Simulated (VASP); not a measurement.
Zr, 2 atoms in the cell. Symmetry: P6_3/mmc, No. 194, hexagonal system. Conventional cell: a = 3.232 Å, b = 3.232 Å, c = 5.147 Å, α = 90.00°, β = 90.00°, γ = 120.00°. Zr (site symmetry -6m2) has 12 Zr at 3.18 to 3.23 Å within 4.2 Å. 

* Program: VASP 6.6.1
* Task: relaxation of cell and atoms
* Functional: RPBE
* Potentials or basis: VASP PAW PBE potentials, release 64 (Zr_sv)
* Cutoff: 600 eV
* k mesh: 9 × 9 × 5
* Occupations: fermi-dirac, width 0.05 eV
* Spin: no spin polarisation
* Dipole correction: no
* Further INCAR settings: ALGO = Normal; EDIFF = 1e-06; IBRION = 2; EDIFFG = -0.02; NSW = 80; ISIF = 3

Potentials or basis: VASP PAW PBE potentials, release 64 (Zr_sv).

The run is started by

```bash
$ cat potpaw_PBE.64/Zr_sv/POTCAR > POTCAR
$ mpirun -np 1 vasp_std > vasp.out
```

Hardware: 1 thread of Intel Xeon 8259CL, on a shared host.

Problem. How long does it take, and how much memory?

Solution. Wall time 2.5 min on 1 thread of Intel Xeon 8259CL, on a shared host, peak memory 0.2 GiB. Counts: scf iterations 36, k points 36, ion steps 4.
